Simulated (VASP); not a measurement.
Input of a VASP 6.6.1 run:

Contents of POSCAR:

```
Nb
1.0
   -1.6517690608      1.6517690608      1.6517690608
    1.6517690608     -1.6517690608      1.6517690608
    1.6517690608      1.6517690608     -1.6517690608
Nb
1
Direct
    0.0000000000      0.0000000000      0.0000000000
```

The input INCAR.step1:

```
SYSTEM = Nb
ALGO = Normal ; EDIFF = 1E-4
ENCUT = 520 ; GGA = PE
ISMEAR = 0 ; LASPH = .True.
LCHARG = .False. ; LREAL = .False.
LWAVE = .True. ; NBANDS = 12
NELM = 80 ; PREC = Accurate
SIGMA = 0.2
```

Contents of INCAR.step2:

```
SYSTEM = Nb
ALGO = Normal ; EDIFF = 1E-7
ENCUT = 520 ; ISIF = 2
ISMEAR = 0 ; ISTART = 1
LASPH = .True. ; LCHARG = .False.
LMIXTAU = .True. ; LREAL = .False.
LWAVE = .False. ; METAGGA = R2SCAN
NBANDS = 12 ; NELM = 80
PREC = Accurate ; SIGMA = 0.2
```

File KPOINTS:

```
k-points
0
Gamma
  20 20 20
  0 0 0
```

Potentials or basis: VASP PAW PBE potentials, release 64 (Nb_sv).

The run is started by

```console
$ cat potpaw_PBE.64/Nb_sv/POTCAR > POTCAR
$ cp INCAR.step1 INCAR
$ mpirun -np 1 vasp_std > vasp.out
$ cp INCAR.step2 INCAR
$ mpirun -np 1 vasp_std > vasp.out
```

**Question.** What does it give for the pressure?

**Answer.** -0.2 GPa.

**Question.** What does it give for the band gap on the k mesh?

**Answer.** Zero (an odd number of electrons rules out a gap without spin polarisation).

Caveat: the PAW data sets were made with another functional, which shifts forces and pressure a little.
